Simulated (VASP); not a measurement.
## Sn: relaxation of cell and atoms with PBE

Crystal: Sn.

```xyz
2
Lattice="3.4175 0.0000 0.0000 -1.7088 2.9597 0.0000 0.0000 0.0000 5.5364" Properties=species:S:1:pos:R:3 pbc="T T T"
Sn    0.0000    1.9731    1.3841
Sn    1.7088    0.9866    4.1523
```

This isn't the form of Sn at room conditions, which is tetragonal (white tin).

```yaml
Program: VASP 6.6.1
Task: relaxation of cell and atoms
Functional: PBE
Potentials_or_basis: VASP PAW PBE potentials, release 64 (Sn_d)
Cutoff: 600 eV
k_mesh: 13 × 13 × 7
Occupations: fermi-dirac, width 0.05 eV
Spin: no spin polarisation
Dipole_correction: no
Further_INCAR_settings: ALGO = Normal; EDIFF = 1e-06; IBRION = 2; EDIFFG = -0.005; NSW = 60; ISIF = 3
```

```
Relaxed volume                        : 27.74 Å³/atom
Relaxed cell                          : a = 3.434 Å, b = 3.434 Å, c = 5.434 Å, α = 90.00°, β = 90.00°, γ = 120.00°
Space group after relaxing (to 0.1 Å) : P6_3/mmc (No. 194)
Energy gained by relaxing             : 1.6 meV/atom
Ionic steps                           : 10
Pressure after relaxing               : 0.0 GPa
Band gap on the k mesh                : zero (bands 14 and 15 overlap by 7.26 eV)
```

Step by step:
```
step  energy change (eV)  largest force (eV/Å)  pressure (GPa)  volume (Å³)
   1              0.0000                0.0000           -0.48        56.00
   2             -0.0015                0.0000            0.16        55.32
   3             -0.0015                0.0000            0.10        55.32
   4             -0.0023                0.0000            0.12        55.30
   5             -0.0028                0.0000            0.21        55.25
   6             -0.0031                0.0000            0.17        55.28
   7             -0.0031                0.0000            0.15        55.27
   8             -0.0032                0.0000           -0.09        55.55
   9             -0.0032                0.0000            0.02        55.46
  10             -0.0032                0.0000           -0.02        55.48
```

Final structure:
```
CELL_PARAMETERS angstrom
3.43361 0.00000 0.00000
-1.71681 2.97359 0.00000
0.00000 0.00000 5.43356
ATOMIC_POSITIONS crystal
Sn 0.33333 0.66667 0.25000
Sn 0.66667 0.33333 0.75000
```

Levels at points of the mesh, in eV from the Fermi level:
```tsv
k point	band 12	band 13	band 14	band 15	band 16	band 17
(0.00, 0.00, 0.00)	-6.45	-4.45	5.23	5.23	7.05	7.05
```

It took 3.4 min on 1 thread of Intel(R) Xeon(R) 6975P-C (Granite Rapids) (shared host), peak memory 0.25 GiB.

Caveat: spin-orbit coupling is left out, which moves the levels of the heavy elements.
